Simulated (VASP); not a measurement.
Ti: relaxation of cell and atoms with PBEsol+D3(BJ)

Ti:

```
Ti
1.0
    -1.64100    1.64100    1.64100
     1.64100   -1.64100    1.64100
     1.64100    1.64100   -1.64100
Ti
1
Direct
  0.00000 0.00000 0.00000
```

```yaml
Program: VASP 6.6.1
Task: relaxation of cell and atoms
Functional: PBEsol
Dispersion: D3(BJ)
Potentials_or_basis: VASP PAW PBE potentials, release 64 (Ti_sv)
Cutoff: 600 eV
k_mesh: 12 × 12 × 12
Occupations: fermi-dirac, width 0.15 eV
Spin: no spin polarisation
Dipole_correction: no
Further_INCAR_settings: ALGO = Normal; EDIFF = 1e-07; IBRION = 2; EDIFFG = -0.01; NSW = 100; ISIF = 3
```

```
Relaxed volume                         : 15.72 Å³/atom
Relaxed cell                           : a = 2.733 Å, b = 2.733 Å, c = 2.733 Å, α = 109.47°, β = 109.47°, γ = 109.47°
Space group after relaxing (to 0.05 Å) : Im-3m (No. 229)
Energy gained by relaxing              : 76.0 meV/atom
Ionic steps                            : 3
Pressure after relaxing                : 0.0 GPa
Band gap on the k mesh                 : zero (band 6 reaches 10.10 eV, above the bottom of band 7 at 8.39 eV)
Dispersion energy per atom             : -0.664 eV
```

The path:
```tsv
step	energy change (eV)	largest force (eV/Å)	pressure (GPa)	volume (Å³)
1	0.0000	0.0000	-11.41	17.68
2	-0.0465	0.0000	9.29	14.65
3	-0.0760	0.0000	-0.05	15.72
```

Final structure:
```xyz
1
Lattice="-1.5781 1.5781 1.5781 1.5781 -1.5781 1.5781 1.5781 1.5781 -1.5781" Properties=species:S:1:pos:R:3 pbc="T T T"
Ti    0.0000    0.0000    0.0000
```

Levels at points of the mesh, in eV from the Fermi level:
| k point | band 3 | band 4 | band 5 | band 6 | band 7 | band 8 | band 9 | band 10 |
| --- | --- | --- | --- | --- | --- | --- | --- | --- |
| (0.00, 0.00, 0.00) | -31.92 | -31.92 | -6.15 | 1.07 | 1.07 | 1.07 | 3.08 | 3.08 |
| (0.50, 0.00, 0.00) | -32.20 | -31.92 | -2.71 | -0.51 | 1.50 | 3.08 | 3.48 | 4.86 |
| (0.50, 0.50, 0.50) | -32.55 | -32.55 | -2.46 | -2.46 | 4.45 | 4.45 | 4.45 | 9.21 |

Wall time 46 s on 1 thread of Intel Xeon 8259CL, with other jobs on the host, peak memory 0.17 GiB.

Caveat: the PAW data sets were made with another functional, which shifts forces and pressure a little; the volume moved by -11 % from the deposited cell, more than functionals usually miss; pairwise dispersion overbinds metals, which lowers pressure and volume.
